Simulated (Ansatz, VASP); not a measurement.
Two plane-wave programs on Ir

File INCAR:

```
SYSTEM = Ir
PREC = Accurate
ENCUT = 500
EDIFF = 1E-6
ISMEAR = 0
SIGMA = 0.15
LREAL = .False.
LASPH = .True.
NELM = 120
ALGO = Normal
ISIF = 2
LWAVE = .False.
LCHARG = .False.
GGA = CA
NBANDS = 14
GGA_COMPAT = .False.
```

The input KPOINTS:

```
Automatic mesh
0
Gamma
  22 22 22
  0 0 0
```

The input POSCAR:

```
Ir
1.0
    0.0000000000      1.9052184861      2.0582075306
    1.9052184861      0.0000000000      2.0582075306
    1.9052184861      1.9052184861      0.0000000000
Ir
1
Direct
    0.0000000000      0.0000000000      0.0000000000
```

Input for Ansatz:

```yaml
crystal:
  lattice:
    - [0.0, 1.9052184861, 2.0582075306]
    - [1.9052184861, 0.0, 2.0582075306]
    - [1.9052184861, 1.9052184861, 0.0]
  atoms:
    - { symbol: Ir, position: [0.0, 0.0, 0.0] }
basis:
  ecutwfc: 420
kpoints:
  mp_grid: { grid: [22, 22, 22] }
hamiltonian:
  xc: lda
  pseudopotentials: { kind: paw, azcp: { folder: soft_1 } }
scf:
  occupations: { method: gaussian, width: 0.15 }
output:
  forces: true
  stress: true
  eigenvalues: true
```

Alike in both runs: task single point; functional LDA; k mesh 22 × 22 × 22; occupations gaussian, width 0.15 eV; no spin polarisation.

|  | VASP | Ansatz |
| --- | --- | --- |
| version | VASP 6.6.1 | Ansatz 0.2.0 |
| potentials or method | VASP PAW LDA potentials, release 64 (Ir_sv_GW), cutoff 500 eV | scalar-relativistic, plane waves, PAW |
| valence electrons in the cell | 17 | 17 |

Ansatz gave:

- gap on the k mesh at the Fermi level (eV): none
- pressure (GPa): -24.2
- traceless stress, the component that is largest in VASP (GPa): -16.45

What did VASP give for the same quantities?

gap on the k mesh at the Fermi level (eV): none; pressure (GPa): -26.0; traceless stress, the component that is largest in VASP (GPa): -16.45.

Ansatz warns that its potentials were made for another functional, while VASP's fit it. LDA's correlation is that of Perdew and Zunger in VASP and of Perdew and Wang (1992) in Ansatz. A gap of «none» marks a metal or a gap that the smearing closes.

Neither program's run includes spin-orbit coupling.
